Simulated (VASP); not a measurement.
# CdTe (F-43m) in VASP: further runs

CdTe is run at these levels: r2SCAN, HSE06; tasks: single point.

Program: VASP 6.6.1. These are calculated values, not measurements. Logs are shortened: lines on timing, memory, paths and dates and some standing lists are left out, and cuts for length are marked.

## 1. The cell of the first run

The structure is cubic, space group F-43m (No. 216). The conventional cell has a = 6.626 Å, b = 6.626 Å, c = 6.626 Å, α = 90.00°, β = 90.00°, γ = 90.00°. Within 3.8 Å of Cd (site symmetry -43m) lie 4 Te at 2.87 Å. Te (site symmetry -43m) has 4 Cd at 2.87 Å within 3.8 Å.

## 2. Single point, r2SCAN, non-collinear spin, zero start, spin-orbit coupling (strain +1.0%)

The input, POSCAR:

```
CdTe
1.0
    0.0000000000      3.3127546673      3.3127546673
    3.3127546673      0.0000000000      3.3127546673
    3.3127546673      3.3127546673      0.0000000000
Cd Te
1 1
Direct
    0.0000000000      0.0000000000      0.0000000000
    0.2500000000      0.2500000000      0.2500000000
```

The input, INCAR.step1:

```
SYSTEM = CdTe
PREC = Accurate
ENCUT = 520
ISMEAR = -1
SIGMA = 0.02
LREAL = .False.
LASPH = .True.
NELM = 150
MAGMOM = 0 0 0 0 0 0
LSORBIT = .True.
GGA_COMPAT = .False.
NBANDS = 30
GGA = PE
ALGO = Normal
EDIFF = 1E-4
LWAVE = .True.
LCHARG = .False.
```

The input, INCAR.step2:

```
SYSTEM = CdTe
PREC = Accurate
ENCUT = 520
EDIFF = 1E-6
ISMEAR = -1
SIGMA = 0.02
LREAL = .False.
LASPH = .True.
NELM = 150
ALGO = Normal
ISIF = 2
LWAVE = .False.
LCHARG = .False.
MAGMOM = 0 0 0 0 0 0
LORBIT = 11
LSORBIT = .True.
GGA_COMPAT = .False.
LORBMOM = .True.
METAGGA = R2SCAN
LMIXTAU = .True.
NBANDS = 30
ISTART = 1
```

The input, KPOINTS:

```
regular mesh
0
Gamma
  6 6 6
  0 0 0
```

Potentials or basis: VASP PAW PBE potentials, release 64 (Cd, Te).

Launch:

```bash
$ cat potpaw_PBE.64/Cd/POTCAR potpaw_PBE.64/Te/POTCAR > POTCAR
$ cp INCAR.step1 INCAR
$ mpirun -np 1 vasp_ncl > vasp.out
$ cp INCAR.step2 INCAR
$ mpirun -np 1 vasp_ncl > vasp.out
```

OUTCAR:

```text
SYSTEM = CdTe
   PREC = Accurate
   ENCUT = 520
   EDIFF = 1E-6
   ISMEAR = -1
   LREAL = .False.
   LASPH = .True.
   NELM = 150
   ISIF = 2
   LORBIT = 11
   LSORBIT = .True.
   METAGGA = R2SCAN
   ISTART = 1

 ion  position               nearest neighbor table
   1  0.000  0.000  0.000-   2 2.87   2 2.87   2 2.87   2 2.87
   2  0.250  0.250  0.250-   1 2.87   1 2.87   1 2.87   1 2.87

  LATTYP: Found a face centered cubic cell.
 ALAT       =     6.6255093346

  Lattice vectors:

 A1 = (   0.0000000000,   3.3127546673,   3.3127546673)
 A2 = (   3.3127546673,   0.0000000000,   3.3127546673)
 A3 = (   3.3127546673,   3.3127546673,   0.0000000000)

Analysis of symmetry for initial positions (statically):
=====================================================================
 Subroutine PRICEL returns:
 Original cell was already a primitive cell.

 Routine SETGRP: Setting up the symmetry group for a
 face centered cubic supercell.

 Subroutine GETGRP returns: Found 24 space group operations
 (whereof 24 operations were pure point group operations)
 out of a pool of 48 trial point group operations.

The static configuration has the point symmetry T_d .

Analysis of symmetry for dynamics (positions and initial velocities):
=====================================================================
 Subroutine PRICEL returns:
 Original cell was already a primitive cell.

 Routine SETGRP: Setting up the symmetry group for a
 face centered cubic supercell.

 Subroutine GETGRP returns: Found 24 space group operations
 (whereof 24 operations were pure point group operations)
 out of a pool of 48 trial point group operations.

The dynamic configuration has the point symmetry T_d .

Analysis of structural, dynamic, and magnetic symmetry:
=====================================================================
 Subroutine PRICEL returns:
 Original cell was already a primitive cell.

 Routine SETGRP: Setting up the symmetry group for a
 face centered cubic supercell.

 Subroutine GETGRP returns: Found 24 space group operations
 (whereof 24 operations were pure point group operations)
 out of a pool of 48 trial point group operations.

The overall configuration has the point symmetry T_d .

 Subroutine INISYM returns: Found 24 space group operations
 (whereof 24 operations are pure point group operations),
 and found     1 'primitive' translations

----------------------------------------------------------------------------------------

                                     Primitive cell

  volume of cell :      72.7106

  direct lattice vectors                    reciprocal lattice vectors
     0.000000000  3.312754667  3.312754667    -0.150931792  0.150931792  0.150931792
     3.312754667  0.000000000  3.312754667     0.150931792 -0.150931792  0.150931792
     3.312754667  3.312754667  0.000000000     0.150931792  0.150931792 -0.150931792

  length of vectors
     4.684942579  4.684942579  4.684942579     0.261421533  0.261421533  0.261421533

  position of ions in fractional coordinates (direct lattice)
     0.000000000  0.000000000  0.000000000
     0.250000000  0.250000000  0.250000000

  ion indices of the primitive-cell ions
   primitive index   ion index
                 1           1
                 2           2

----------------------------------------------------------------------------------------

 KPOINTS: regular mesh

Automatic generation of k-mesh.
 Grid dimensions read from file:
 generate k-points for:    6    6    6

 Generating k-lattice:

  Cartesian coordinates                     Fractional coordinates (reciprocal lattice)
    -0.025155299  0.025155299  0.025155299     0.166666667  0.000000000  0.000000000
     0.025155299 -0.025155299  0.025155299     0.000000000  0.166666667  0.000000000
     0.025155299  0.025155299 -0.025155299     0.000000000  0.000000000  0.166666667

  Length of vectors
     0.043570256  0.043570256  0.043570256

  Shift w.r.t. Gamma in fractional coordinates (k-lattice)
     0.000000000  0.000000000  0.000000000

 Subroutine IBZKPT returns following result:
 ===========================================

 Found     22 irreducible k-points:

 Following reciprocal coordinates:
            Coordinates               Weight
  0.000000  0.000000  0.000000      1.000000
  0.166667  0.000000  0.000000      4.000000
 -0.166667  0.000000  0.000000      4.000000
  0.333333  0.000000  0.000000      4.000000
 -0.333333  0.000000  0.000000      4.000000
  0.500000  0.000000  0.000000      4.000000
[... 14 lines left out ...]
 -0.333333  0.333333  0.166667     24.000000
 -0.333333  0.500000  0.166667     12.000000
   k-points           NKPTS =     22   k-points in BZ     NKDIM =     22   number of bands    NBANDS=     30
   number of dos      NEDOS =    301   number of ions     NIONS =      2
[... 32 lines left out ...]
   EFERMI_NEDOS =   21; number of points for ismear=-14 and -15
   IALGO  =     38    algorithm
   IMIX   =      4    mixing-type and parameters
     AMIX     =   0.40;   BMIX     =  1.00
     AMIX_MAG =   1.60;   BMIX_MAG =  1.00
  volume/ion in A,a.u.               =      36.36       245.34
  Fermi-wavevector in a.u.,A,eV,Ry     =   1.027937  1.942519 14.376650  1.056654
  Thomas-Fermi vector in A             =   2.161907
   LORBIT       =     11    0 simple, 1 ext, 2 COOP (PROOUT), +10 PAW based schemes
   METAGGA = R2SCAN    functional components
   LHFCALC =     F    Hartree Fock is set to
   AEXX    =    0.0000 exact exchange contribution
   IVDW    =     0    specifies the selected vdW correction
   LEPSILON=     F    determine dielectric tensor
   LRPA    =     F    only Hartree local field effects (RPA)
  energy-cutoff  :      520.00
  volume of cell :       72.71
 maximum number of plane-waves:      3960
   NGX = 17   NGY = 17   NGZ = 17

 number of electron      18.0000006 magnetization       0.0000000      0.0000000      0.0000000

 number of electron      18.0000006 magnetization      -0.0000000     -0.0000000     -0.0000000

 number of electron      18.0000006 magnetization       0.0000000     -0.0000000      0.0000000

 number of electron      18.0000006 magnetization       0.0000000     -0.0000000     -0.0000000

 Free energy of the ion-electron system (eV)
  ---------------------------------------------------
  ext. energy  EPLUGINS =         0.00000000
  ---------------------------------------------------
  free energy    TOTEN  =       -46.75299071 eV

  energy without entropy =      -46.75299071  energy(sigma->0) =      -46.75299071

 E-fermi :   2.1942     XC(G=0):  -8.7990

 val. band max:        1.7842506779   @ k =   0.0000   0.0000   0.0000
 cond. band min:       2.5792192390   @ k =   0.0000   0.0000   0.0000
 fundamental gap:      0.7949685611
 Fermi energy:         2.1941879590

 k-point     1 :       0.0000    0.0000    0.0000
  band No.  band energies     occupation
      1      -9.6278      1.00000
      2      -9.6278      1.00000
      3      -7.1653      1.00000
      4      -7.1653      1.00000
      5      -7.1653      1.00000
      6      -7.1653      1.00000
[... 715 lines left out ...]
     29      12.8099      0.00000
     30      12.9386      0.00000

------------------------ aborting loop because EDIFF is reached ----------------------------------------

  FORCE on cell =-STRESS in cart. coord.  units (eV):
  Direction    XX          YY          ZZ          XY          YZ          ZX
  --------------------------------------------------------------------------------------
  -------------------------------------------------------------------------------------
  Total       -0.4668080     -0.4668080     -0.4668080      0.0000000     -0.0000000     -0.0000000
  in kB      -10.2861083    -10.2861083    -10.2861083      0.0000000     -0.0000000     -0.0000000
  external PRESSURE =     -10.2861083 kB  Pullay stress =       0.0000000 kB

 VOLUME and BASIS-vectors are now :
 -----------------------------------------------------------------------------
  energy-cutoff  :      520.00
  volume of cell :       72.71
      direct lattice vectors                 reciprocal lattice vectors
     0.000000000  3.312754667  3.312754667    -0.150931792  0.150931792  0.150931792
     3.312754667  0.000000000  3.312754667     0.150931792 -0.150931792  0.150931792
     3.312754667  3.312754667  0.000000000     0.150931792  0.150931792 -0.150931792

 POSITION                                       TOTAL-FORCE (eV/Angst)
 -----------------------------------------------------------------------------------
      0.00000      0.00000      0.00000         0.000000     -0.000000     -0.000000
      1.65638      1.65638      1.65638        -0.000000      0.000000      0.000000
 -----------------------------------------------------------------------------------
    total drift:                                0.000000      0.000000      0.000000

  FREE ENERGIE OF THE ION-ELECTRON SYSTEM (eV)
  ---------------------------------------------------
  free  energy   TOTEN  =       -46.7529907141 eV

  energy  without entropy=      -46.7529907140  energy(sigma->0) =      -46.75299071

 orbital moment (x)

 # of ion     p       d       tot
 ----------------------------------------
  1         0.000  -0.000  -0.000
  2         0.000  -0.000   0.000
 ----------------------------------------
            0.000  -0.000  -0.000

 orbital moment (y)

 # of ion     p       d       tot
 ----------------------------------------
  1         0.000  -0.000  -0.000
  2        -0.000   0.000  -0.000
 ----------------------------------------
            0.000  -0.000  -0.000

 orbital moment (z)

 # of ion     p       d       tot
 ----------------------------------------
  1         0.000   0.000   0.000
  2         0.000  -0.000  -0.000
 ----------------------------------------
            0.000  -0.000  -0.000

 Spin-Orbit-Coupling matrix elements

 Ion:    1  E_soc:     -0.0564546
 l=   1
     0.0000000    -0.0026482    -0.0026482
    -0.0026482     0.0000000    -0.0026482
    -0.0026482    -0.0026482     0.0000000
 l=   2
     0.0000000    -0.0013643     0.0000000    -0.0013643    -0.0053966
    -0.0013643     0.0000000    -0.0040475    -0.0013643    -0.0013492
     0.0000000    -0.0040475     0.0000000    -0.0040475     0.0000000
    -0.0013643    -0.0013643    -0.0040475     0.0000000    -0.0013492
    -0.0053966    -0.0013492     0.0000000    -0.0013492     0.0000000
 l=   3
     0.0000000     0.0000000     0.0000000     0.0000000     0.0000000     0.0000000     0.0000000
     0.0000000     0.0000000     0.0000000     0.0000000     0.0000000     0.0000000     0.0000000
     0.0000000     0.0000000     0.0000000     0.0000000     0.0000000     0.0000000     0.0000000
     0.0000000     0.0000000     0.0000000     0.0000000     0.0000000     0.0000000     0.0000000
     0.0000000     0.0000000     0.0000000     0.0000000     0.0000000     0.0000000     0.0000000
     0.0000000     0.0000000     0.0000000     0.0000000     0.0000000     0.0000000     0.0000000
     0.0000000     0.0000000     0.0000000     0.0000000     0.0000000     0.0000000     0.0000000

 Ion:    2  E_soc:     -0.1826628
 l=   1
     0.0000000    -0.0303822    -0.0303822
    -0.0303822     0.0000000    -0.0303822
    -0.0303822    -0.0303822     0.0000000
 l=   2
     0.0000000    -0.0000266     0.0000000    -0.0000266    -0.0000350
    -0.0000266     0.0000000    -0.0000263    -0.0000266    -0.0000088
     0.0000000    -0.0000263     0.0000000    -0.0000263     0.0000000
    -0.0000266    -0.0000266    -0.0000263     0.0000000    -0.0000088
    -0.0000350    -0.0000088     0.0000000    -0.0000088     0.0000000
 l=   3
     0.0000000     0.0000000     0.0000000     0.0000000     0.0000000     0.0000000     0.0000000
     0.0000000     0.0000000     0.0000000     0.0000000     0.0000000     0.0000000     0.0000000
     0.0000000     0.0000000     0.0000000     0.0000000     0.0000000     0.0000000     0.0000000
     0.0000000     0.0000000     0.0000000     0.0000000     0.0000000     0.0000000     0.0000000
     0.0000000     0.0000000     0.0000000     0.0000000     0.0000000     0.0000000     0.0000000
     0.0000000     0.0000000     0.0000000     0.0000000     0.0000000     0.0000000     0.0000000
     0.0000000     0.0000000     0.0000000     0.0000000     0.0000000     0.0000000     0.0000000

 total charge

# of ion       s       p       d       tot
------------------------------------------
    1        0.440   0.278   9.550  10.268
    2        1.353   2.079   0.017   3.449
--------------------------------------------------
tot          1.792   2.357   9.567  13.716

 magnetization (x)

# of ion       s       p       d       tot
------------------------------------------
    1       -0.000   0.000   0.000  -0.000
    2        0.000   0.000  -0.000   0.000
--------------------------------------------------
tot         -0.000   0.000   0.000  -0.000

 magnetization (y)

# of ion       s       p       d       tot
------------------------------------------
    1        0.000  -0.000   0.000   0.000
    2        0.000   0.000   0.000   0.000
--------------------------------------------------
tot          0.000  -0.000   0.000   0.000

 magnetization (z)

# of ion       s       p       d       tot
------------------------------------------
    1        0.000   0.000   0.000   0.000
    2        0.000   0.000   0.000   0.000
--------------------------------------------------
tot          0.000   0.000   0.000   0.000
```

It took 4.6 min on 1 thread of Intel Xeon 6975P-C (Granite Rapids), shared host; peak memory 0.48 GiB.

What came out:

```yaml
Free_energy: -46.7530 eV
Pressure: -1.0 GPa
Net_moment: 0.00 μB per cell
Valence_electrons_inside_the_program's_atomic_spheres: Cd 10.27; Te 3.45
```

Moments on the atoms (μB; x, y, z):
```
Cd  0.00 0.00 0.00
Te  0.00 0.00 0.00
```

Caveat: the cell differs from its parent crystal (strain +1.0%); the PAW data sets were made with another functional, which shifts forces and pressure a little.

## 3. Single point, r2SCAN, non-collinear spin, zero start, spin-orbit coupling (strain +2.0%)

The input, POSCAR:

```
CdTe
1.0
    0.0000000000      3.3455542185      3.3455542185
    3.3455542185      0.0000000000      3.3455542185
    3.3455542185      3.3455542185      0.0000000000
Cd Te
1 1
Direct
    0.0000000000      0.0000000000      0.0000000000
    0.2500000000      0.2500000000      0.2500000000
```

The input, INCAR.step1:

```
PREC = Accurate ; ENCUT = 520
ISMEAR = -1 ; SIGMA = 0.02
LREAL = False ; LASPH = True
NELM = 150 ; MAGMOM = 0 0 0 0 0 0
LSORBIT = True ; GGA_COMPAT = False
NBANDS = 30 ; GGA = PE
ALGO = Normal ; EDIFF = 1E-4
LWAVE = True ; LCHARG = False
```

The input, INCAR.step2:

```
PREC = Accurate ; ENCUT = 520
EDIFF = 1E-6 ; ISMEAR = -1
SIGMA = 0.02 ; LREAL = False
LASPH = True ; NELM = 150
ALGO = Normal ; ISIF = 2
LWAVE = False ; LCHARG = False
MAGMOM = 0 0 0 0 0 0 ; LORBIT = 11
LSORBIT = True ; GGA_COMPAT = False
LORBMOM = True ; METAGGA = R2SCAN
LMIXTAU = True ; NBANDS = 30
ISTART = 1
```

The input, KPOINTS:

```
Automatic mesh
0
Gamma
  6 6 6
```

Potentials or basis: VASP PAW PBE potentials, release 64 (Cd, Te).

Launch:

```bash
$ cat potpaw_PBE.64/Cd/POTCAR potpaw_PBE.64/Te/POTCAR > POTCAR
$ cp INCAR.step1 INCAR
$ mpirun -np 1 vasp_ncl > vasp.out
$ cp INCAR.step2 INCAR
$ mpirun -np 1 vasp_ncl > vasp.out
```

OUTCAR:

```text
PREC = Accurate
   ENCUT = 520
   EDIFF = 1E-6
   ISMEAR = -1
   LREAL = False
   LASPH = True
   NELM = 150
   ISIF = 2
   LORBIT = 11
   LSORBIT = True
   METAGGA = R2SCAN
   ISTART = 1

 ion  position               nearest neighbor table
   1  0.000  0.000  0.000-   2 2.90   2 2.90   2 2.90   2 2.90
   2  0.250  0.250  0.250-   1 2.90   1 2.90   1 2.90   1 2.90

  LATTYP: Found a face centered cubic cell.
 ALAT       =     6.6911084370

  Lattice vectors:

 A1 = (   0.0000000000,   3.3455542185,   3.3455542185)
 A2 = (   3.3455542185,   0.0000000000,   3.3455542185)
[... 1013 lines left out ...]
    -0.0000321    -0.0000080     0.0000000    -0.0000080     0.0000000
 l=   3
     0.0000000     0.0000000     0.0000000     0.0000000     0.0000000     0.0000000     0.0000000
     0.0000000     0.0000000     0.0000000     0.0000000     0.0000000     0.0000000     0.0000000
     0.0000000     0.0000000     0.0000000     0.0000000     0.0000000     0.0000000     0.0000000
     0.0000000     0.0000000     0.0000000     0.0000000     0.0000000     0.0000000     0.0000000
     0.0000000     0.0000000     0.0000000     0.0000000     0.0000000     0.0000000     0.0000000
     0.0000000     0.0000000     0.0000000     0.0000000     0.0000000     0.0000000     0.0000000
     0.0000000     0.0000000     0.0000000     0.0000000     0.0000000     0.0000000     0.0000000

 total charge

# of ion       s       p       d       tot
------------------------------------------
    1        0.436   0.263   9.551  10.250
    2        1.354   2.065   0.016   3.434
--------------------------------------------------
tot          1.789   2.328   9.567  13.684

 magnetization (x)

# of ion       s       p       d       tot
------------------------------------------
    1       -0.000  -0.000  -0.000  -0.000
    2        0.000   0.000   0.000   0.000
--------------------------------------------------
tot         -0.000  -0.000  -0.000  -0.000

 magnetization (y)

# of ion       s       p       d       tot
------------------------------------------
    1       -0.000  -0.000  -0.000  -0.000
    2        0.000   0.000   0.000   0.000
--------------------------------------------------
tot         -0.000  -0.000  -0.000  -0.000

 magnetization (z)

# of ion       s       p       d       tot
------------------------------------------
    1       -0.000  -0.000   0.000  -0.000
    2       -0.000   0.000  -0.000  -0.000
--------------------------------------------------
tot         -0.000  -0.000   0.000  -0.000
```

OUTCAR.step1:

```text
PREC = Accurate
   ENCUT = 520
   ISMEAR = -1
   LREAL = False
   LASPH = True
   NELM = 150
   LSORBIT = True
   GGA = PE
   EDIFF = 1E-4
[... 1004 lines left out ...]
     0.0000000     0.0000000     0.0000000     0.0000000     0.0000000     0.0000000     0.0000000
     0.0000000     0.0000000     0.0000000     0.0000000     0.0000000     0.0000000     0.0000000
     0.0000000     0.0000000     0.0000000     0.0000000     0.0000000     0.0000000     0.0000000
     0.0000000     0.0000000     0.0000000     0.0000000     0.0000000     0.0000000     0.0000000
     0.0000000     0.0000000     0.0000000     0.0000000     0.0000000     0.0000000     0.0000000

=======================================================================

 ========================================================
```

Wall time 4.6 min (1 thread of Intel Xeon 6975P-C (Granite Rapids), shared host); peak memory 0.5 GiB.

Results:

```
Free energy                                           : -46.7323 eV
Pressure                                              : -2.0 GPa
Net moment                                            : 0.00 μB per cell
Valence electrons inside the program's atomic spheres : Cd 10.25; Te 3.43
```

Moments on the atoms (μB; x, y, z):
```
Cd  0.00 0.00 0.00
Te  0.00 0.00 0.00
```

Caveat: the cell differs from its parent crystal (strain +2.0%); the PAW data sets were made with another functional, which shifts forces and pressure a little.

(Continued in part 2 of 2.)
